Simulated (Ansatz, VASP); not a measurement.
## Two plane-wave programs on CsSbSI2

```
Cs Sb S I
1.0
     6.07996    0.00000    0.00000
     0.00000    6.07996    0.00000
     0.00000    0.00000    4.96687
Cs Sb S I
1 1 1 2
Cartesian
  0.0000 0.0000 0.0000
  3.0400 3.0400 2.4834
  3.0400 3.0400 0.0000
  0.0000 3.0400 2.4834
  3.0400 0.0000 2.4834
```

Alike in both runs: task single point; functional PBE; k mesh 6 × 6 × 8; occupations gaussian, width 0.05 eV; no spin polarisation.

```csv
,VASP,Ansatz
version,VASP 6.6.1,Ansatz 0.2.0
potentials or method,"VASP PAW PBE potentials, release 64 (Cs_sv, Sb, S, I), cutoff 520 eV","scalar-relativistic, plane waves, PAW"
valence electrons in the cell,34,64
```

VASP gave:

| Quantity | Value |
| --- | --- |
| gap on the k mesh at the Fermi level (eV) | none |
| pressure (GPa) | 3.1 |
| traceless stress, the component that is largest in VASP (GPa) | 0.85 |

Problem. What did Ansatz give for the same quantities?

Solution. gap on the k mesh at the Fermi level (eV): none; pressure (GPa): 3.1; traceless stress, the component that is largest in VASP (GPa): 0.81.

A gap of «none» marks a metal or a gap that the smearing closes. With one functional, cell and mesh, what is left measures potentials, basis and numerics. VASP's potentials hold 34 valence electrons a cell and Ansatz's 64, so a difference there can come from the potentials and not from the codes.

Neither program's run includes spin-orbit coupling.
